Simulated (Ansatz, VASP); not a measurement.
InAs3: VASP beside Ansatz

```
In As
1.0
     4.85697    0.00000    0.00000
     0.00000    4.85697    0.00000
     0.00000    0.00000    3.53660
In As
1 3
Direct
  0.00000 0.00000 0.00000
  0.00000 0.50000 0.50000
  0.50000 0.00000 0.50000
  0.50000 0.50000 0.00000
```

Alike in both runs: functional PBE; k mesh 12 × 12 × 12; occupations gaussian, width 0.1 eV; no spin polarisation.

Ansatz relaxed the structure, and its values are those at the end. VASP's run is a single point on that final structure, the one shown.

|  | VASP | Ansatz |
| --- | --- | --- |
| version | VASP 6.6.1 | Ansatz 0.2.0 |
| potentials or method | VASP PAW PBE potentials, release 64 (In_d, As), cutoff 520 eV | scalar-relativistic, plane waves, PAW |
| valence electrons in the cell | 28 | 58 |

Ansatz gave:

- gap on the k mesh at the Fermi level (eV): none
- pressure (GPa): 0.0

Question: What did VASP give for the same quantities?

Answer: gap on the k mesh at the Fermi level (eV): none; pressure (GPa): 0.1.

A gap of «none» marks a metal or a gap that the smearing closes. With one functional, cell and mesh, what is left measures potentials, basis and numerics. VASP's potentials hold 28 valence electrons a cell and Ansatz's 58, so a difference there can come from the potentials and not from the codes.
